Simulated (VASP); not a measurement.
# SiC in VASP: a series of runs, part 2 of 3

VASP 6.6.1. Earlier steps stand in the parts before.

## (3) Single point, PBE (atoms displaced along a vibrational mode, the cell strained)

Input file INCAR:

```
PREC = Accurate ; ENCUT = 520
EDIFF = 1E-6 ; ISMEAR = 0
SIGMA = 0.05 ; LREAL = False
LASPH = True ; NELM = 80
ALGO = Normal ; ISIF = 2
LWAVE = False ; LCHARG = False
GGA = PE ; NBANDS = 36
```

Input file KPOINTS:

```
Automatic mesh
0
Gamma
  12 12 2
```

Input file POSCAR:

```
SiC
1.0
    3.1723110357      0.0000000000      0.0000000000
   -1.5861555179      2.7473019456      0.0000000000
    0.0000000000      0.0000000000     15.5659749019
Si C
6 6
Direct
    0.0000000000      0.0000000000      0.1250424503
    0.0000000000      0.0000000000      0.6250374675
    0.3333333333      0.6666666667      0.2919122018
    0.6666666667      0.3333333333      0.7917223860
    0.3333333333      0.6666666667      0.9583927143
    0.6666666667      0.3333333333      0.4582264355
    0.0000000000      0.0000000000      0.9957901969
    0.0000000000      0.0000000000      0.5035866889
    0.3333333333      0.6666666667      0.1704670362
    0.6666666667      0.3333333333      0.6631920368
    0.3333333333      0.6666666667      0.8370720018
    0.6666666667      0.3333333333      0.3295583838
```

Potentials or basis: VASP PAW PBE potentials, release 64 (Si, C).

The run is started by

```
$ cat potpaw_PBE.64/Si/POTCAR potpaw_PBE.64/C/POTCAR > POTCAR
$ mpirun -np 1 vasp_std > vasp.out
```

OUTCAR:

```text
PREC = Accurate
   ENCUT = 520
   EDIFF = 1E-6
   ISMEAR = 0
   LREAL = False
   LASPH = True
   NELM = 80
   ISIF = 2
   GGA = PE

 ion  position               nearest neighbor table
   1  0.000  0.000  0.125-   9 1.96   9 1.96   9 1.96   7 2.01
   2  0.000  0.000  0.625-   8 1.89  10 1.93  10 1.93  10 1.93
   3  0.333  0.667  0.292-   9 1.89  12 1.92  12 1.92  12 1.92
   4  0.667  0.333  0.792-  11 1.96  11 1.96  11 1.96  10 2.00
   5  0.333  0.667  0.958-  11 1.89   7 1.92   7 1.92   7 1.92
   6  0.667  0.333  0.458-   8 1.96   8 1.96   8 1.96  12 2.00
   7  0.000  0.000  0.996-   5 1.92   5 1.92   5 1.92   1 2.01
   8  0.000  0.000  0.504-   2 1.89   6 1.96   6 1.96   6 1.96
   9  0.333  0.667  0.170-   3 1.89   1 1.96   1 1.96   1 1.96
  10  0.667  0.333  0.663-   2 1.93   2 1.93   2 1.93   4 2.00
  11  0.333  0.667  0.837-   5 1.89   4 1.96   4 1.96   4 1.96
  12  0.667  0.333  0.330-   3 1.92   3 1.92   3 1.92   6 2.00

  LATTYP: Found a hexagonal cell.
 ALAT       =     3.1723110357
 C/A-ratio  =     4.9068249383

  Lattice vectors:

 A1 = (   3.1723110357,   0.0000000000,   0.0000000000)
 A2 = (  -1.5861555179,   2.7473019456,   0.0000000000)
 A3 = (   0.0000000000,   0.0000000000,  15.5659749019)

Analysis of symmetry for initial positions (statically):
=====================================================================
 Subroutine PRICEL returns:
 Original cell was already a primitive cell.

 Routine SETGRP: Setting up the symmetry group for a
 hexagonal supercell.

 Subroutine GETGRP returns: Found  6 space group operations
 (whereof  6 operations were pure point group operations)
 out of a pool of 24 trial point group operations.

The static configuration has the point symmetry C_3v.

[... 158 lines left out ...]
   LHFCALC =     F    Hartree Fock is set to
   AEXX    =    0.0000 exact exchange contribution
   IVDW    =     0    specifies the selected vdW correction
   LEPSILON=     F    determine dielectric tensor
   LRPA    =     F    only Hartree local field effects (RPA)
 non-spin polarized calculation
 Gauss-broadening in eV      SIGMA  =   0.05
  energy-cutoff  :      520.00
  volume of cell :      135.66
 maximum number of plane-waves:      3682
 NGX is ok and might be reduce to    24
   NGX = 11   NGY = 11   NGZ = 57

 number of electron      48.0000001 magnetization

 Free energy of the ion-electron system (eV)
  ---------------------------------------------------
  ext. energy  EPLUGINS =         0.00000000
  ---------------------------------------------------
  free energy    TOTEN  =       -89.68281565 eV

  energy without entropy =      -89.68281565  energy(sigma->0) =      -89.68281565

 E-fermi :   7.4510     XC(G=0): -10.9719

 val. band max:        7.2152855435   @ k =   0.0000   0.0000   0.0000
 cond. band min:       9.2062586507   @ k =   0.5000   0.0000   0.0000
 fundamental gap:      1.9909731072
 Fermi energy:         7.4509519008

 k-point     1 :       0.0000    0.0000    0.0000
  band No.  band energies     occupation
      1      -7.5989      2.00000
      2      -7.1212      2.00000
      3      -7.0902      2.00000
      4      -5.6728      2.00000
      5      -5.6453      2.00000
      6      -4.3277      2.00000
[... 925 lines left out ...]
     35      14.5955      0.00000
     36      14.6249      0.00000

 [... further k-points ...]

------------------------ aborting loop because EDIFF is reached ----------------------------------------

  FORCE on cell =-STRESS in cart. coord.  units (eV):
  Direction    XX          YY          ZZ          XY          YZ          ZX
  --------------------------------------------------------------------------------------
  -------------------------------------------------------------------------------------
  Total      -11.3446550    -11.3446550    -10.6395345      0.0000000      0.0000000      0.0000000
  in kB     -133.9810552   -133.9810552   -125.6535398      0.0000000      0.0000000      0.0000000
  external PRESSURE =    -131.2052167 kB  Pullay stress =       0.0000000 kB

 VOLUME and BASIS-vectors are now :
 -----------------------------------------------------------------------------
  energy-cutoff  :      520.00
  volume of cell :      135.66
      direct lattice vectors                 reciprocal lattice vectors
     3.172311036  0.000000000  0.000000000     0.315227602  0.181996741  0.000000000
    -1.586155518  2.747301946  0.000000000     0.000000000  0.363993482  0.000000000
     0.000000000  0.000000000 15.565974902     0.000000000  0.000000000  0.064242684

 POSITION                                       TOTAL-FORCE (eV/Angst)
 -----------------------------------------------------------------------------------
      0.00000      0.00000      1.94641         0.000000      0.000000      0.237804
      0.00000      0.00000      9.72932         0.000000     -0.000000      0.018891
     -0.00000      1.83153      4.54390        -0.000000      0.000000     -0.109753
      1.58616      0.91577     12.32393        -0.000000     -0.000000      0.289153
     -0.00000      1.83153     14.91832        -0.000000     -0.000000     -0.097068
      1.58616      0.91577      7.13274        -0.000000     -0.000000      0.284829
      0.00000      0.00000     15.50045        -0.000000      0.000000      1.374090
      0.00000      0.00000      7.83882        -0.000000     -0.000000     -1.619544
     -0.00000      1.83153      2.65349         0.000000     -0.000000     -1.483080
      1.58616      0.91577     10.32323         0.000000      0.000000      1.305849
     -0.00000      1.83153     13.02984         0.000000     -0.000000     -1.542420
      1.58616      0.91577      5.12990        -0.000000     -0.000000      1.341249
 -----------------------------------------------------------------------------------
    total drift:                               -0.000000     -0.000000      0.000270

  FREE ENERGIE OF THE ION-ELECTRON SYSTEM (eV)
  ---------------------------------------------------
  free  energy   TOTEN  =       -89.6828156540 eV

  energy  without entropy=      -89.6828156540  energy(sigma->0) =      -89.68281565
```

OSZICAR:

```text
N       E                     dE             d eps       ncg     rms          rms(c)
DAV:   1     0.123708558961E+03    0.12371E+03   -0.21361E+04  2736   0.119E+03
DAV:   2    -0.867577866753E+02   -0.21047E+03   -0.19657E+03  3564   0.202E+02
DAV:   3    -0.992823957635E+02   -0.12525E+02   -0.12422E+02  3600   0.473E+01
DAV:   4    -0.994989422774E+02   -0.21655E+00   -0.21598E+00  3504   0.708E+00
DAV:   5    -0.995040868303E+02   -0.51446E-02   -0.51393E-02  3504   0.105E+00    0.196E+01
DAV:   6    -0.898176473376E+02    0.96864E+01   -0.30501E+01  3352   0.200E+01    0.855E+00
DAV:   7    -0.897274034389E+02    0.90244E-01   -0.26233E+00  3680   0.621E+00    0.392E+00
DAV:   8    -0.896847661274E+02    0.42637E-01   -0.13266E-01  3348   0.156E+00    0.131E+00
DAV:   9    -0.896818166433E+02    0.29495E-02   -0.21032E-02  3440   0.723E-01    0.196E-01
DAV:  10    -0.896825497679E+02   -0.73312E-03   -0.24943E-03  3488   0.206E-01    0.113E-01
DAV:  11    -0.896828185604E+02   -0.26879E-03   -0.55278E-04  3160   0.118E-01    0.249E-02
DAV:  12    -0.896828131827E+02    0.53777E-05   -0.27363E-05  3504   0.290E-02    0.121E-02
DAV:  13    -0.896828150310E+02   -0.18483E-05   -0.12753E-05  3848   0.160E-02    0.555E-03
DAV:  14    -0.896828156540E+02   -0.62305E-06   -0.14783E-06  2104   0.652E-03
   1 F= -.89682816E+02 E0= -.89682816E+02  d E =-.440529E-13
```

stdout:

```text
POSCAR found type information on POSCAR SiC
 POSCAR found :  2 types and      12 ions
 scaLAPACK will be used
 LDA part: xc-table for (Slater+PW92), standard interpolation
 POSCAR, INCAR and KPOINTS ok, starting setup
 FFT: planning ... GRIDC
 FFT: planning ... GRID_SOFT
 FFT: planning ... GRID
 WAVECAR not read
 entering main loop
```

Run time: 2.1 min. Hardware: 1 thread of Intel Xeon Platinum 8559C (Emerald Rapids), shared host; peak memory 0.31 GiB.

Results:

```yaml
Free_energy: -89.6828 eV
Pressure: -13.1 GPa
Largest_force: 1.620 eV/Å
Band_gap_on_the_k_mesh: 1.99 eV (least direct gap 3.07 eV)
```

Forces on the atoms (eV/Å):
```
Si   0.000  0.000  0.238
Si   0.000  0.000  0.019
Si   0.000  0.000 -0.110
Si   0.000  0.000  0.289
Si   0.000  0.000 -0.097
Si   0.000  0.000  0.285
C    0.000  0.000  1.374
C    0.000  0.000 -1.620
C    0.000  0.000 -1.483
C    0.000  0.000  1.306
C    0.000  0.000 -1.542
C    0.000  0.000  1.341
```

Caveat: the cell differs from its parent crystal (atoms displaced along a vibrational mode, the cell strained); the cell stands under tension; forces of over 1 eV/Å act on the atoms, so gaps and moduli don't describe the material at rest. A k mesh can miss the band edges.

## (4) Single point, PBE (the cell strained)

Input file INCAR:

```
SYSTEM = SiC
ALGO = Normal
EDIFF = 1E-6
ENCUT = 520
GGA = PE
ISIF = 2
ISMEAR = 0
LASPH = .TRUE.
LCHARG = .TRUE.
LELF = .TRUE.
LREAL = .FALSE.
LVHAR = .TRUE.
LWAVE = .FALSE.
NBANDS = 36
NELM = 100
PREC = Accurate
SIGMA = 0.05
```

Input file KPOINTS:

```
k-points
0
G
  12 12 2
  0 0 0
```

Input file POSCAR:

```
SiC
1.0
    3.1723110357      0.0000000000      0.0000000000
   -1.5861555179      2.7473019456      0.0000000000
    0.0000000000      0.0000000000     15.5659749019
Si C
6 6
Direct
    0.0000000000      0.0000000000      0.1250399589
    0.0000000000      0.0000000000      0.6250399589
    0.3333333333      0.6666666667      0.2918172939
    0.6666666667      0.3333333333      0.7918172939
    0.3333333333      0.6666666667      0.9583095749
    0.6666666667      0.3333333333      0.4583095749
    0.0000000000      0.0000000000      0.9996884429
    0.0000000000      0.0000000000      0.4996884429
    0.3333333333      0.6666666667      0.1668295365
    0.6666666667      0.3333333333      0.6668295365
    0.3333333333      0.6666666667      0.8333151928
    0.6666666667      0.3333333333      0.3333151928
```

The run is started by

```
$ cat potpaw_PBE.64/Si/POTCAR potpaw_PBE.64/C/POTCAR > POTCAR
$ mpirun -np 1 vasp_std > vasp.out
```

Run time: 1.9 min. Hardware: 1 thread of Intel Xeon Platinum 8559C (Emerald Rapids), shared host; peak memory 0.31 GiB.

Results (log left out):

```
Free energy            : -89.9371 eV
Pressure               : -13.6 GPa
Largest force          : 0.020 eV/Å
Band gap on the k mesh : 2.04 eV (least direct gap 3.12 eV)
```

Forces on the atoms (eV/Å):
```
Si   0.000  0.000  0.020
Si   0.000  0.000  0.020
Si   0.000  0.000 -0.003
Si   0.000  0.000 -0.003
Si   0.000  0.000 -0.005
Si   0.000  0.000 -0.005
C    0.000  0.000 -0.012
C    0.000  0.000 -0.012
C    0.000  0.000  0.000
C    0.000  0.000  0.000
C    0.000  0.000  0.000
C    0.000  0.000  0.000
```

Stress tensor (GPa, compression positive):
```
-13.67   0.00   0.00
  0.00 -13.67   0.00
  0.00   0.00 -13.55
```

Levels at points of the mesh, in eV from the valence-band top:
| k point | band 22 | band 23 | band 24 | band 25 | band 26 | band 27 |
| --- | --- | --- | --- | --- | --- | --- |
| (0.00, 0.00, 0.00) | -0.03 | 0.00 | 0.00 | 4.42 | 4.60 | 4.96 |
| (0.50, 0.00, 0.00) | -1.71 | -1.58 | -1.07 | 2.04 | 2.19 | 3.06 |
| (0.00, 0.00, 0.50) | -0.09 | -0.09 | -0.09 | 4.49 | 4.49 | 5.20 |
| (0.50, 0.00, 0.50) | -1.65 | -1.26 | -1.26 | 2.06 | 2.06 | 3.29 |

Caveat: the cell differs from its parent crystal (the cell strained); the cell stands under tension.

[end of part 2 of 3]
